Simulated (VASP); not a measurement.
# HPbNO4 (P2_1) in VASP: further runs, part 2 of 2

VASP 6.6.1. The steps go on from the part before.

## Step 4: Single point, RPBE

This run uses another cell than the first one, of 16.28 Å³/atom.

The input, INCAR:

```
PREC     = Accurate       # precision mode
ENCUT    = 520            # plane-wave cutoff, eV
EDIFF    = 1E-7           # SCF threshold, eV
ISMEAR   = -1             # smearing method
SIGMA    = 0.05           # smearing width, eV
LREAL    = False          # projectors in reciprocal space
LASPH    = True           # aspherical terms in the spheres
NELM     = 60             # most SCF steps
ALGO     = Normal         # electronic algorithm
ISIF     = 2              # what is computed and relaxed
LWAVE    = False          # write WAVECAR
LCHARG   = False          # write CHGCAR
GGA      = RP             # functional
NBANDS   = 57             # bands
```

The input, KPOINTS:

```
Automatic mesh
0
Gamma
  4 5 3
```

The input, POSCAR:

```
HPbNO4
1.0
    6.5721364745      0.0000000000     -0.0038032223
    0.0000000000      4.3511978559      0.0000000000
   -3.2315443366      0.0000000000      7.9702865613
H Pb N O
2 2 2 8
Direct
    0.2765123305      0.1181956000      0.4977711201
    0.7234876695      0.6181956000      0.5022288799
    0.9829478505      0.6371804621      0.2985416295
    0.0170521495      0.1371804621      0.7014583705
    0.5989826231      0.3457312024      0.7958424910
    0.4010173769      0.8457312024      0.2041575090
    0.1153068108      0.1162560348      0.4488493605
    0.4249448302      0.4339872769      0.8117284457
    0.7850291513      0.4254064414      0.8995485382
    0.5879607113      0.1727179823      0.6708763360
    0.8846931892      0.6162560348      0.5511506395
    0.5750551698      0.9339872769      0.1882715543
    0.2149708487      0.9254064414      0.1004514618
    0.4120392887      0.6727179823      0.3291236640
```

Run with:

```bash
cat potpaw_PBE.64/H/POTCAR potpaw_PBE.64/Pb_d/POTCAR potpaw_PBE.64/N/POTCAR potpaw_PBE.64/O/POTCAR > POTCAR
mpirun -np 1 vasp_std > vasp.out
```

Wall time 3.8 min (1 thread of AMD EPYC 9R14 (Zen 4), shared host); peak memory 0.41 GiB.

It converged, with:

```
Free energy            : -77.7455 eV
Pressure               : 0.5 GPa
Largest force          : 0.378 eV/Å
Band gap on the k mesh : 3.37 eV (least direct gap 3.41 eV)
```

Forces on the atoms (eV/Å):
```
H    0.090  0.004  0.035
H   -0.090  0.004 -0.035
Pb  -0.010 -0.005 -0.013
Pb   0.010 -0.005  0.013
N   -0.002 -0.044 -0.042
N    0.002 -0.044  0.042
O   -0.071 -0.001 -0.034
O   -0.347  0.106  0.027
O    0.268  0.106  0.245
O    0.072 -0.167 -0.226
O    0.071 -0.001  0.034
O    0.347  0.106 -0.027
O   -0.268  0.106 -0.245
O   -0.072 -0.167  0.226
```

Stress tensor (GPa, compression positive):
```
0.87 0.00 0.19
0.00 0.12 0.00
0.19 0.00 0.41
```

Levels at points of the mesh, in eV from the valence-band top:
| k point | band 41 | band 42 | band 43 | band 44 | band 45 | band 46 | band 47 | band 48 |
| --- | --- | --- | --- | --- | --- | --- | --- | --- |
| (0.00, 0.00, 0.00) | -1.30 | -0.27 | -0.14 | -0.06 | 3.47 | 3.60 | 4.42 | 4.54 |
| (0.50, 0.00, 0.00) | -1.23 | -0.50 | -0.18 | -0.04 | 3.68 | 3.70 | 3.93 | 4.29 |

Caveat: the PAW data sets were made with another functional, which shifts forces and pressure a little; spin-orbit coupling is left out, which moves the levels of the heavy elements.

## Step 5: Single point, PBE

This run uses another cell than the first one, of 9.53 Å³/atom.

The input, INCAR:

```
PREC = Accurate ; ENCUT = 1340
EDIFF = 1E-6 ; ISMEAR = -1
SIGMA = 0.05 ; LREAL = F
LASPH = T ; NELM = 120
ALGO = Normal ; ISIF = 2
LWAVE = F ; LCHARG = T
GGA = PE ; LELF = T
LVHAR = T ; NBANDS = 57
GGA_COMPAT = F
```

The input, KPOINTS:

```
regular mesh
0
Gamma
  4 5 3
```

The input, POSCAR:

```
HPbNO4
1.0
    5.8636189801      0.0000000000      1.0012685901
    0.0000000000      3.7849844421      0.0000000000
   -1.6758748559      0.0000000000      5.7251023834
H Pb N O
2 2 2 8
Direct
    0.2993030058      0.0479063953      0.5180288982
    0.7006969942      0.5479063953      0.4819711018
    1.0500978471      0.5436893674      0.2356582959
   -0.0500978471      0.0436893674      0.7643417041
    0.4846796135      0.4076869714      0.7870809053
    0.5153203865      0.9076869714      0.2129190947
    0.1399893446      0.0427085880      0.4484858539
    0.2879707897      0.5258174725      0.7684882489
    0.6401362341      0.5445458988      0.9127976701
    0.5283205624      0.1371203065      0.6717078570
    0.8600106554      0.5427085880      0.5515141461
    0.7120292103      1.0258174725      0.2315117511
    0.3598637659      1.0445458988      0.0872023299
    0.4716794376      0.6371203065      0.3282921430
```

Potentials or basis: VASP PAW PBE potentials, release 64 (H_h, Pb_d, N_h, O_h).

Run with:

```bash
cat potpaw_PBE.64/H_h/POTCAR potpaw_PBE.64/Pb_d/POTCAR potpaw_PBE.64/N_h/POTCAR potpaw_PBE.64/O_h/POTCAR > POTCAR
mpirun -np 1 vasp_std > vasp.out
```

Run time: 15 min. Hardware: 1 thread of Intel Xeon Platinum 8259CL at 2.50GHz (Skylake/Cascade Lake), shared host; peak memory 0.88 GiB.

It converged, with:

| Property | Result |
| --- | --- |
| Free energy | -79.1137 eV |
| Pressure | 19.7 GPa |
| Largest force | 0.034 eV/Å |
| Band gap on the k mesh | 2.06 eV (least direct gap 2.36 eV) |

Forces in eV/Å, atoms in the order of the input:
```
H    0.020  0.000  0.013
H   -0.020  0.000 -0.013
Pb   0.008 -0.001 -0.033
Pb  -0.008 -0.001  0.033
N    0.000 -0.011  0.002
N    0.000 -0.011 -0.002
O   -0.004 -0.001 -0.003
O   -0.006  0.006 -0.006
O    0.006  0.014  0.013
O   -0.009 -0.006 -0.013
O    0.004 -0.001  0.003
O    0.006  0.006  0.006
O   -0.006  0.014 -0.013
O    0.009 -0.006  0.013
```

Levels at points of the mesh, in eV from the valence-band top:
| k point | band 40 | band 41 | band 42 | band 43 | band 44 | band 45 | band 46 | band 47 | band 48 | band 49 |
| --- | --- | --- | --- | --- | --- | --- | --- | --- | --- | --- |
| (0.00, 0.00, 0.00) | -2.22 | -1.91 | -1.65 | -1.60 | 0.00 | 2.36 | 2.49 | 4.21 | 5.23 | 6.33 |
| (0.50, 0.00, 0.00) | -2.07 | -2.01 | -1.90 | -1.57 | -0.06 | 2.51 | 2.89 | 3.91 | 4.22 | 6.38 |

Caveat: the cell stands under pressure; spin-orbit coupling is left out, which moves the levels of the heavy elements. A k mesh can miss the band edges.

## Step 6: The runs side by side

| level | potentials or basis | cell | cutoff (eV) | gap on the mesh (eV) | pressure (GPa) | largest force (eV/Å) |
| --- | --- | --- | --- | --- | --- | --- |
| PBE+D3(BJ) | VASP PAW PBE potentials, release 64 (H, Pb_d, N, O) | a = 6.397, b = 4.045, c = 8.214 Å, angles 90.0, 112.2, 90.0°, 14 atoms, atomic positions A | 520 | 3.21 | 0.5 | 0.41 |
| PBE+D3(BJ) | VASP PAW PBE potentials, release 64 (H, Pb_d, N, O) | a = 6.435, b = 4.111, c = 8.338 Å, angles 90.0, 112.1, 90.0°, 14 atoms, atomic positions B | 520 | 3.27 | 0.5 | 0.40 |
| RPBE | VASP PAW PBE potentials, release 64 (H, Pb_d, N, O) | a = 6.572, b = 4.351, c = 8.600 Å, angles 90.0, 112.1, 90.0°, 14 atoms, atomic positions C | 520 | 3.37 | 0.5 | 0.38 |
| PBE | VASP PAW PBE potentials, release 64 (H_h, Pb_d, N_h, O_h) | a = 5.948, b = 3.785, c = 5.965 Å, angles 90.0, 96.6, 90.0°, 14 atoms, atomic positions D | 1340 | 2.06 | 19.7 | 0.03 |

Alike in all rows: task single point; no spin polarisation; k mesh 4 × 5 × 3; smearing fermi-dirac 0.05 eV.

Caveats: spin-orbit coupling is left out, which moves the levels of the heavy elements; the standard files for N, O and F lose accuracy on very short bonds (at least some runs); three body term missing (at least some runs); the PAW data sets were made with another functional, which shifts forces and pressure a little (at least some runs); the cell stands under pressure (at least some runs).

Absolute energies hang on the potentials; compare differences alone.
